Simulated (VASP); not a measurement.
## ZrSi7: single point with PBEsol

ZrSi7:

```
Zr Si
1.0
     5.59972    0.00000    0.00000
     0.00000    5.59972    0.00000
     0.00000    0.00000    5.59972
Zr Si
1 7
Direct
  0.00000 0.00000 0.00000
  0.26615 0.26615 0.26615
  0.00000 0.50000 0.50000
  0.50000 0.50000 0.00000
  0.50000 0.00000 0.50000
  0.73385 0.26615 0.73385
  0.73385 0.73385 0.26615
  0.26615 0.73385 0.73385
```

```yaml
Program: VASP 6.6.1
Task: single point
Functional: PBEsol
Potentials_or_basis: VASP PAW PBE potentials, release 64 (Zr_sv, Si)
Cutoff: 520 eV
k_mesh: 4 × 4 × 4
Occupations: gaussian, width 0.1 eV
Spin: no spin polarisation
```

The pressure is 0.1 GPa. The largest force is 0.018 eV/Å. The band gap on the k mesh is zero (bands 20 and 21 overlap by 0.17 eV).

Forces in eV/Å, atoms in the order of the input:
```
Zr   0.000  0.000  0.000
Si   0.010  0.010  0.010
Si   0.000  0.000  0.000
Si   0.000  0.000  0.000
Si   0.000  0.000  0.000
Si  -0.010  0.010 -0.010
Si  -0.010 -0.010  0.010
Si   0.010 -0.010 -0.010
```

Levels at points of the mesh, in eV from the Fermi level:
```
           k point  band 18  band 19  band 20  band 21  band 22  band 23
(0.00, 0.00, 0.00)    -0.74    -0.74    -0.74    -0.23    -0.23     0.89
(0.50, 0.00, 0.00)    -1.06    -0.06    -0.06     0.96     1.11     1.49
(0.50, 0.50, 0.00)    -1.39    -0.08    -0.08     1.27     1.42     1.85
(0.50, 0.50, 0.50)    -0.73    -0.73    -0.73     0.95     0.95     1.27
```

Run time: 45 s on 1 thread of Intel(R) Xeon(R) Platinum 8259CL CPU @ 2.50GHz (Skylake/Cascade Lake) (shared host), peak memory 0.27 GiB.

Caveat: the PAW data sets were made with another functional, which shifts forces and pressure a little.
